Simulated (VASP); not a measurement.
# Nb (Im-3m) in VASP: a series of runs, part 2 of 2

VASP 6.6.1.

### 5 Single point, PBE

The input, INCAR:

```
  PREC = Accurate
  ENCUT = 500
  EDIFF = 1E-6
  ISMEAR = -1
  SIGMA = 0.05
  LREAL = False
  LASPH = True
  NELM = 120
  ALGO = Normal
  ISIF = 2
  LWAVE = False
  LCHARG = False
  GGA = PE
  NBANDS = 12
  GGA_COMPAT = False
```

The input, KPOINTS:

```
regular mesh
0
Gamma
  13 13 13
```

The input, POSCAR:

```
Nb
1.0
   -1.6360340000      1.6360340000      1.6360340000
    1.6360340000     -1.6360340000      1.6360340000
    1.6360340000      1.6360340000     -1.6360340000
Nb
1
Direct
    0.0000000000      0.0000000000      0.0000000000
```

Potentials or basis: VASP PAW PBE potentials, release 64 (Nb_sv).

Started as:

```sh
$ cat potpaw_PBE.64/Nb_sv/POTCAR > POTCAR
$ mpirun -np 1 vasp_std > vasp.out
```

OUTCAR:

```text
PREC = Accurate
   ENCUT = 500
   EDIFF = 1E-6
   ISMEAR = -1
   LREAL = False
   LASPH = True
   NELM = 120
   ISIF = 2
   GGA = PE

 ion  position               nearest neighbor table
   1  0.000  0.000  0.000-

  LATTYP: Found a body centered cubic cell.
 ALAT       =     3.2720680000

  Lattice vectors:

 A1 = (  -1.6360340000,   1.6360340000,   1.6360340000)
 A2 = (   1.6360340000,  -1.6360340000,   1.6360340000)
 A3 = (   1.6360340000,   1.6360340000,  -1.6360340000)

Analysis of symmetry for initial positions (statically):
=====================================================================
 Subroutine PRICEL returns:
 Original cell was already a primitive cell.

 Routine SETGRP: Setting up the symmetry group for a
 body centered cubic supercell.

 Subroutine GETGRP returns: Found 48 space group operations
 (whereof 48 operations were pure point group operations)
 out of a pool of 48 trial point group operations.

The static configuration has the point symmetry O_h .

Analysis of symmetry for dynamics (positions and initial velocities):
=====================================================================
 Subroutine PRICEL returns:
 Original cell was already a primitive cell.

 Routine SETGRP: Setting up the symmetry group for a
 body centered cubic supercell.

 Subroutine GETGRP returns: Found 48 space group operations
 (whereof 48 operations were pure point group operations)
 out of a pool of 48 trial point group operations.

The dynamic configuration has the point symmetry O_h .

 Subroutine INISYM returns: Found 48 space group operations
 (whereof 48 operations are pure point group operations),
 and found     1 'primitive' translations

----------------------------------------------------------------------------------------
[... 108 lines left out ...]
   IALGO  =     38    algorithm
   IMIX   =      4    mixing-type and parameters
     AMIX     =   0.40;   BMIX     =  1.00
     AMIX_MAG =   1.60;   BMIX_MAG =  1.00
  volume/ion in A,a.u.               =      17.52       118.20
  Fermi-wavevector in a.u.,A,eV,Ry     =   1.482212  2.800974 29.891348  2.196952
  Thomas-Fermi vector in A             =   2.596026
   LORBIT       =      0    0 simple, 1 ext, 2 COOP (PROOUT), +10 PAW based schemes
   GGA     = PE    functional components
   LHFCALC =     F    Hartree Fock is set to
   AEXX    =    0.0000 exact exchange contribution
   IVDW    =     0    specifies the selected vdW correction
   LEPSILON=     F    determine dielectric tensor
   LRPA    =     F    only Hartree local field effects (RPA)
 non-spin polarized calculation
  energy-cutoff  :      500.00
  volume of cell :       17.52
 maximum number of plane-waves:       458
 NGX is ok and might be reduce to    24
   NGX = 11   NGY = 11   NGZ = 11

 number of electron      13.0000001 magnetization

 Free energy of the ion-electron system (eV)
  ---------------------------------------------------
  ext. energy  EPLUGINS =         0.00000000
  ---------------------------------------------------
  free energy    TOTEN  =       -10.21784842 eV

  energy without entropy =      -10.20866882  energy(sigma->0) =      -10.21325862

 E-fermi :  11.5874     XC(G=0): -12.6438

 val. band max:       11.5823307915   @ k =  -0.1538   0.1538   0.0769
 cond. band min:      11.6034609764   @ k =   0.3846   0.2308   0.0000
 fundamental gap:      0.0211301848
 Fermi energy:        11.5874256397

 k-point     1 :       0.0000    0.0000    0.0000
  band No.  band energies     occupation
      1     -42.7523      2.00000
      2     -17.9875      2.00000
      3     -17.9875      2.00000
      4     -17.9875      2.00000
      5       5.5806      2.00000
      6      11.9359      0.00188
      7      11.9359      0.00188
      8      11.9359      0.00188
      9      14.9388      0.00000
     10      14.9388      0.00000
     11      25.8706      0.00000
     12      25.8706      0.00000
[... 331 lines left out ...]
 k-point    24 :       0.2308    0.0769    0.0769
  band No.  band energies     occupation
      1     -42.5544      2.00000
      2     -19.0464      2.00000
      3     -18.3089      2.00000
      4     -18.0733      2.00000
      5       8.3995      2.00000
      6      10.2805      2.00000
      7      11.0574      1.99995
      8      14.7532      0.00000
      9      15.2904      0.00000
     10      16.5249      0.00000
     11      25.7788      0.00000
     12      26.6788      0.00000

 [... further k-points ...]
[... 5 lines left out ...]
  --------------------------------------------------------------------------------------
  -------------------------------------------------------------------------------------
  Total        0.5885953      0.5885953      0.5885953     -0.0000000     -0.0000000      0.0000000
  in kB       53.8381841     53.8381841     53.8381841     -0.0000000     -0.0000000      0.0000000
  external PRESSURE =      53.8381841 kB  Pullay stress =       0.0000000 kB

 VOLUME and BASIS-vectors are now :
 -----------------------------------------------------------------------------
  energy-cutoff  :      500.00
  volume of cell :       17.52
      direct lattice vectors                 reciprocal lattice vectors
    -1.636034000  1.636034000  1.636034000     0.000000000  0.305617120  0.305617120
     1.636034000 -1.636034000  1.636034000     0.305617120  0.000000000  0.305617120
     1.636034000  1.636034000 -1.636034000     0.305617120  0.305617120  0.000000000

 POSITION                                       TOTAL-FORCE (eV/Angst)
 -----------------------------------------------------------------------------------
      0.00000      0.00000      0.00000         0.000000     -0.000000      0.000000
 -----------------------------------------------------------------------------------
    total drift:                                0.000000      0.000000      0.000000

  FREE ENERGIE OF THE ION-ELECTRON SYSTEM (eV)
  ---------------------------------------------------
  free  energy   TOTEN  =       -10.2178484155 eV

  energy  without entropy=      -10.2086688219  energy(sigma->0) =      -10.21325862
```

Run time: 13 s. Hardware: 1 thread of Intel Xeon 6975P-C, shared host; peak memory 0.15 GiB.

Results:

| Quantity | Value |
| --- | --- |
| Free energy | -10.2178 eV |
| Pressure | 5.4 GPa |

Levels at points of the mesh, in eV from the Fermi level:
```
           k point  band 4  band 5  band 6  band 7  band 8  band 9
(0.00, 0.00, 0.00)  -29.57   -6.01    0.35    0.35    0.35    3.35
```

### 6 The runs side by side

```csv
level,potentials or basis,cutoff (eV),gap on the mesh (eV),pressure (GPa)
PBEsol,"VASP PAW PBE potentials, release 64 (Nb_sv)",520,none,-0.9
r2SCAN,"VASP PAW PBE potentials, release 64 (Nb_sv)",520,none,4.4
LDA,"VASP PAW LDA potentials, release 64 (Nb_sv)",500,none,-4.8
PBE,"VASP PAW PBE potentials, release 64 (Nb_sv)",500,none,5.4
```

Alike in all rows: task single point; no spin polarisation; cell as given; k mesh 13 × 13 × 13; smearing fermi-dirac 0.05 eV.

Caveats: the PAW data sets were made with another functional, which shifts forces and pressure a little (some runs).

Absolute energies hang on the potentials; compare differences alone.
